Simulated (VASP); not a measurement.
# Rh in VASP: settings compared, part 2 of 2

VASP 6.6.1. The steps go on from the part before.

## (6) Single point, PBE0

This run uses another cell than the first one, of 13.67 Å³/atom.

POSCAR reads:

```
Rh
1.0
    0.0000000000      1.8978500000      1.8978500000
    1.8978500000      0.0000000000      1.8978500000
    1.8978500000      1.8978500000      0.0000000000
Rh
1
Direct
    0.0000000000      0.0000000000      0.0000000000
```

INCAR.step1 reads:

```
  ALGO = Normal
  EDIFF = 1E-5
  ENCUT = 520
  GGA = PE
  ISIF = 2
  ISMEAR = -1
  LASPH = True
  LCHARG = False
  LREAL = False
  LWAVE = True
  NBANDS = 14
  NELM = 80
  PREC = Accurate
  SIGMA = 0.05
```

INCAR.step2 reads:

```
  AEXX = 0.25
  ALGO = Normal
  EDIFF = 1E-7
  ENCUT = 520
  GGA = PE
  ISIF = 2
  ISMEAR = -1
  ISTART = 1
  LASPH = True
  LCHARG = False
  LHFCALC = True
  LREAL = False
  LWAVE = False
  NBANDS = 14
  NELM = 80
  PREC = Accurate
  PRECFOCK = Normal
  SIGMA = 0.05
```

KPOINTS reads:

```
k-points
0
Gamma
  7 7 7
```

Potentials or basis: VASP PAW PBE potentials, release 64 (Rh_pv).

On the command line:

```console
$ cat potpaw_PBE.64/Rh_pv/POTCAR > POTCAR
$ cp INCAR.step1 INCAR
$ mpirun -np 1 vasp_std > vasp.out
$ cp INCAR.step2 INCAR
$ mpirun -np 1 vasp_std > vasp.out
```

OUTCAR:

```text
AEXX = 0.25
   EDIFF = 1E-7
   ENCUT = 520
   GGA = PE
   ISIF = 2
   ISMEAR = -1
   ISTART = 1
   LASPH = True
   LHFCALC = True
   LREAL = False
   NELM = 80
   PREC = Accurate
   PRECFOCK = Normal

 ion  position               nearest neighbor table
   1  0.000  0.000  0.000-

  LATTYP: Found a face centered cubic cell.
 ALAT       =     3.7957000000

  Lattice vectors:

 A1 = (   0.0000000000,   1.8978500000,   1.8978500000)
 A2 = (   1.8978500000,   0.0000000000,   1.8978500000)
 A3 = (   1.8978500000,   1.8978500000,   0.0000000000)

Analysis of symmetry for initial positions (statically):
=====================================================================
 Subroutine PRICEL returns:
 Original cell was already a primitive cell.

 Routine SETGRP: Setting up the symmetry group for a
 face centered cubic supercell.

 Subroutine GETGRP returns: Found 48 space group operations
 (whereof 48 operations were pure point group operations)
 out of a pool of 48 trial point group operations.

The static configuration has the point symmetry O_h .

Analysis of symmetry for dynamics (positions and initial velocities):
=====================================================================
 Subroutine PRICEL returns:
 Original cell was already a primitive cell.

 Routine SETGRP: Setting up the symmetry group for a
 face centered cubic supercell.

 Subroutine GETGRP returns: Found 48 space group operations
 (whereof 48 operations were pure point group operations)
 out of a pool of 48 trial point group operations.

The dynamic configuration has the point symmetry O_h .

 Subroutine INISYM returns: Found 48 space group operations
 (whereof 48 operations are pure point group operations),
 and found     1 'primitive' translations

----------------------------------------------------------------------------------------

                                     Primitive cell

  volume of cell :      13.6715

  direct lattice vectors                    reciprocal lattice vectors
     0.000000000  1.897850000  1.897850000    -0.263456016  0.263456016  0.263456016
     1.897850000  0.000000000  1.897850000     0.263456016 -0.263456016  0.263456016
     1.897850000  1.897850000  0.000000000     0.263456016  0.263456016 -0.263456016

  length of vectors
     2.683965209  2.683965209  2.683965209     0.456319205  0.456319205  0.456319205

  position of ions in fractional coordinates (direct lattice)
     0.000000000  0.000000000  0.000000000

  ion indices of the primitive-cell ions
   primitive index   ion index
                 1           1

----------------------------------------------------------------------------------------

 KPOINTS: k-points

Automatic generation of k-mesh.
 Grid dimensions read from file:
 generate k-points for:    7    7    7

 Generating k-lattice:

  Cartesian coordinates                     Fractional coordinates (reciprocal lattice)
    -0.037636574  0.037636574  0.037636574     0.142857143  0.000000000  0.000000000
     0.037636574 -0.037636574  0.037636574     0.000000000  0.142857143  0.000000000
[... 37 lines left out ...]
   total plane-waves  NPLWV =   8000
   dimension x,y,z NGX =    20 NGY =   20 NGZ =   20
   dimension x,y,z NGXF=    40 NGYF=   40 NGZF=   40
   ions per type =               1
   NGX,Y,Z   is equivalent  to a cutoff of  12.39, 12.39, 12.39 a.u.
   NGXF,Y,Z  is equivalent  to a cutoff of  24.78, 24.78, 24.78 a.u.
 SYSTEM =  unknown system
   PREC   = accura    normal or accurate (medium, high low for compatibility)
   ISTART =      1    job   : 0-new  1-cont  2-samecut
   ICHARG =      0    charge: 1-file 2-atom 10-const
   ISPIN  =      1    spin polarized calculation?
   LNONCOLLINEAR =      F non collinear calculations
   LSORBIT =      F    spin-orbit coupling
   LASPH  =      T    aspherical Exc in radial PAW
   ENCUT  =  520.0 eV  38.22 Ry    6.18 a.u.   4.99  4.99  4.99*2*pi/ulx,y,z
   NELM   =     80;   NELMIN=  2; NELMDL=  0     # of ELM steps
   EDIFF  = 0.1E-06   stopping-criterion for ELM
   LREAL  =      F    real-space projection
   EDIFFG = 0.1E-05   stopping-criterion for IOM
   NSW    =      0    number of steps for IOM
   IBRION =     -1    ionic relax: 0-MD 1-quasi-New 2-CG
   NFREE  =      0    steps in history (QN), initial steepest desc. (CG)
   ISIF   =      2    stress and relaxation
   ISYM   =      3    0-nonsym 1-usesym 2-fastsym
   POTIM  = 0.5000    time-step for ionic-motion
   TEBEG  =    0.0;   TEEND  =   0.0 temperature during run
   PSTRESS=    0.0 pullay stress
   NELECT =      15.0000    total number of electrons
   NUPDOWN=      -1.0000    fix difference up-down
   EMIN   =  10.00;   EMAX   =-10.00  energy-range for DOS
   EFERMI =   0.00;   METHOD = LEGACY
   ISMEAR =    -1;   SIGMA  =   0.05  broadening in eV -4-tet -1-fermi 0-gaus
   EFERMI_NEDOS =   21; number of points for ismear=-14 and -15
   IALGO  =     38    algorithm
   IMIX   =      1    mixing-type and parameters
     AMIX     =   0.40;   BMIX     =  1.00
     AMIX_MAG =   1.60;   BMIX_MAG =  1.00
  volume/ion in A,a.u.               =      13.67        92.26
  Fermi-wavevector in a.u.,A,eV,Ry     =   1.688496  3.190795 38.790465  2.851019
  Thomas-Fermi vector in A             =   2.770792
   LORBIT       =      0    0 simple, 1 ext, 2 COOP (PROOUT), +10 PAW based schemes
   GGA     = PE    functional components
   LHFCALC =     T    Hartree Fock is set to
   PRECFOCK=normal    Normal, Fast or Accurate (Low or Medium for compatibility)
   ENCUT4O =  -1.0   cutoff for four orbital integrals eV
   NKREDX  =     1    reduce k-point grid by
   NKREDY  =     1    reduce k-point grid by
   NKREDZ  =     1    reduce k-point grid by
   AEXX    =    0.2500 exact exchange contribution
   HFSCREEN=    0.0000 screening length (either q_TF or 0.3 A-1)
   HFSCREENC=   0.0000 screening length for correlation (either q_TF or 0.3 A-1)
   ENCUTFOCK=  -1.0 apply spherical cutoff to Coloumb kernel
   IVDW    =     0    specifies the selected vdW correction
   LEPSILON=     F    determine dielectric tensor
   LRPA    =     F    only Hartree local field effects (RPA)
 non-spin polarized calculation
  energy-cutoff  :      520.00
  volume of cell :       13.67
 maximum number of plane-waves:       378
  NGX = 16; NGY = 16; NGZ = 16

 number of electron      15.0000007 magnetization

 Free energy of the ion-electron system (eV)
  ---------------------------------------------------
  ext. energy  EPLUGINS =         0.00000000
  ---------------------------------------------------
  free energy    TOTEN  =        -9.40425725 eV

  energy without entropy =       -9.40326770  energy(sigma->0) =       -9.40376248

 E-fermi :  11.6284     XC(G=0): -11.0002

 val. band max:       10.8016280000   @ k =  -0.4286   0.4286   0.0000
 cond. band min:      11.6834773006   @ k =   0.4286   0.4286   0.0000
 fundamental gap:      0.8818493006
 Fermi energy:        11.6284408714

 k-point     1 :       0.0000    0.0000    0.0000
  band No.  band energies     occupation
      1     -38.2545      2.00000
      2     -38.2545      2.00000
      3     -38.2545      2.00000
      4       2.3766      2.00000
      5       7.4764      2.00000
      6       7.4764      2.00000
      7       7.4764      2.00000
      8       9.4337      2.00000
      9       9.4337      2.00000
     10      29.1691      0.00000
     11      34.9399      0.00000
     12      34.9399      0.00000
     13      34.9399      0.00000
     14      37.6707      0.00000
[... 309 lines left out ...]
      1     -38.8733      2.00000
      2     -38.8198      2.00000
      3     -38.5490      2.00000
      4       5.1616      2.00000
      5       6.2024      2.00000
      6       7.5216      2.00000
      7       9.4704      2.00000
      8      12.9627      0.00000
      9      21.5449      0.00000
     10      22.3822      0.00000
     11      25.2043      0.00000
     12      27.9250      0.00000
     13      37.3040      0.00000
     14      37.6704      0.00000

------------------------ aborting loop because EDIFF is reached ----------------------------------------

  FORCE on cell =-STRESS in cart. coord.  units (eV):
  Direction    XX          YY          ZZ          XY          YZ          ZX
  --------------------------------------------------------------------------------------
  -------------------------------------------------------------------------------------
  Total       -0.3811703     -0.3811703     -0.3811703     -0.0000000      0.0000000      0.0000000
  in kB      -44.6697932    -44.6697932    -44.6697932     -0.0000000      0.0000000      0.0000000
  external PRESSURE =     -44.6697932 kB  Pullay stress =       0.0000000 kB

 VOLUME and BASIS-vectors are now :
 -----------------------------------------------------------------------------
  energy-cutoff  :      520.00
  volume of cell :       13.67
      direct lattice vectors                 reciprocal lattice vectors
     0.000000000  1.897850000  1.897850000    -0.263456016  0.263456016  0.263456016
     1.897850000  0.000000000  1.897850000     0.263456016 -0.263456016  0.263456016
     1.897850000  1.897850000  0.000000000     0.263456016  0.263456016 -0.263456016

 POSITION                                       TOTAL-FORCE (eV/Angst)
 -----------------------------------------------------------------------------------
      0.00000      0.00000      0.00000        -0.000000     -0.000000     -0.000000
 -----------------------------------------------------------------------------------
    total drift:                               -0.000000      0.000000      0.000000

  FREE ENERGIE OF THE ION-ELECTRON SYSTEM (eV)
  ---------------------------------------------------
  free  energy   TOTEN  =        -9.4042572507 eV

  energy  without entropy=       -9.4032677004  energy(sigma->0) =       -9.40376248
```

OSZICAR.step1:

```text
N       E                     dE             d eps       ncg     rms          rms(c)
DAV:   1     0.119453324402E+03    0.11945E+03   -0.87715E+03   560   0.116E+03
DAV:   2    -0.620177319785E+01   -0.12566E+03   -0.11954E+03   608   0.341E+02
DAV:   3    -0.782166588962E+01   -0.16199E+01   -0.16180E+01   656   0.423E+01
DAV:   4    -0.782761355623E+01   -0.59477E-02   -0.59476E-02   644   0.266E+00
DAV:   5    -0.782766300912E+01   -0.49453E-04   -0.49452E-04   638   0.212E-01    0.102E+01
DAV:   6    -0.733888620187E+01    0.48878E+00   -0.78003E-01   596   0.124E+01    0.349E+00
DAV:   7    -0.731872406434E+01    0.20162E-01   -0.23535E-02   644   0.197E+00    0.158E+00
DAV:   8    -0.731581955781E+01    0.29045E-02   -0.85104E-03   572   0.127E+00    0.305E-01
DAV:   9    -0.731515912810E+01    0.66043E-03   -0.11808E-03   608   0.489E-01    0.214E-02
DAV:  10    -0.731515891503E+01    0.21307E-06   -0.60198E-06   412   0.275E-02
   1 F= -.73151589E+01 E0= -.73116045E+01  d E =-.710891E-02
```

Wall time 66 min (1 thread of AMD EPYC 7R43 (Zen 3), shared host); peak memory 0.11 GiB.

What came out:

```
Free energy            : -9.4043 eV
Pressure               : -4.5 GPa
Band gap on the k mesh : zero (an odd number of electrons rules out a gap without spin polarisation)
```

Caveat: the k points lie up to 0.41 Å⁻¹ apart, too coarse for converged energies and pressures of a metal; the PAW data sets were made with another functional, which shifts forces and pressure a little.

## (7) Overview

| level | potentials or basis | cell | k mesh | cutoff (eV) | smearing | dipole correction | grid for exact exchange (PRECFOCK) | share of exact exchange | screening parameter | tolerance level | gap on the mesh (eV) | pressure (GPa) |
| --- | --- | --- | --- | --- | --- | --- | --- | --- | --- | --- | --- | --- |
| HSE06 | VASP PAW PBE potentials, release 64 (Rh_pv) | a = 2.666 Å, angles 60.0°, 1 atom | 8 × 8 × 8 | 520 | fermi-dirac 0.05 eV | no | Normal | 0.25 | 0.2079 1/Å | - | none | 3.5 |
| SCAN | VASP PAW PBE potentials, release 64 (Rh_pv) | a = 2.704, b = 2.704, c = 2.684 Å, angles 60.2, 60.2, 59.5°, 1 atom | 20 × 20 × 20 | 640 | methfessel-paxton 0.05 eV | - | - | - | - | standard | none | -6.4 |
| r2SCAN+rVV10 | VASP PAW PBE potentials, release 64 (Rh_sv_GW) | a = 2.678 Å, angles 60.0°, 1 atom | 12 × 12 × 12 | 580 | fermi-dirac 0.05 eV | no | - | - | - | - | none | -1.3 |
| HSE06 | VASP PAW PBE potentials, release 64 (Rh_pv) | a = 2.684 Å, angles 60.0°, 1 atom | 7 × 7 × 7 | 520 | fermi-dirac 0.05 eV | no | Normal | 0.25 | 0.2079 1/Å | - | none | -4.4 |
| PBE0 | VASP PAW PBE potentials, release 64 (Rh_pv) | a = 2.684 Å, angles 60.0°, 1 atom | 7 × 7 × 7 | 520 | fermi-dirac 0.05 eV | no | Normal | 0.25 | - | - | none | -4.5 |

Alike in all rows: task single point; no spin polarisation.

Caveats: some runs use coarse meshes; the PAW data sets were made with another functional, which shifts forces and pressure a little; the cell stands under tension (at least some runs).

Absolute energies hang on the potentials; compare differences alone.
